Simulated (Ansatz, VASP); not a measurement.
**Two plane-wave programs on Hf2TaN3**

```
CELL_PARAMETERS angstrom
4.64522 0.00000 0.00000
-2.32261 4.02288 0.00000
0.00000 0.00000 4.18623
ATOMIC_POSITIONS crystal
Hf 0.33333 0.66667 0.50000
Hf 0.66667 0.33333 0.50000
Ta 0.00000 0.00000 0.00000
N 0.33333 0.66667 0.00000
N 0.66667 0.33333 0.00000
N 0.00000 0.00000 0.50000
```

Alike in both runs: task relaxation of cell and atoms; functional PBE; k mesh 12 × 12 × 10; occupations gaussian, width 0.1 eV; no spin polarisation.

|  | VASP | Ansatz |
| --- | --- | --- |
| version | VASP 6.6.1 | Ansatz 0.2.0 |
| potentials or method | VASP PAW PBE potentials, release 64 (Hf_pv, Ta_pv, N), cutoff 600 eV | scalar-relativistic, plane waves, PAW |
| valence electrons in the cell | 46 | 80 |

Ansatz gave:

* gap on the k mesh at the Fermi level, each at its own relaxed structure (eV): none
* relaxed volume (Å³/atom): 12.97
* relaxed length of the cell vector where the two differ most in proportion (Å): 4.631

Task: Which values does VASP return?

Result: gap on the k mesh at the Fermi level, each at its own relaxed structure (eV): none; relaxed volume (Å³/atom): 12.90; relaxed length of the cell vector where the two differ most in proportion (Å): 4.618.

A gap of «none» marks a metal or a gap that the smearing closes. VASP's potentials hold 46 valence electrons a cell and Ansatz's 80, so a difference there can come from the potentials and not from the codes.

Spin-orbit coupling is off throughout.
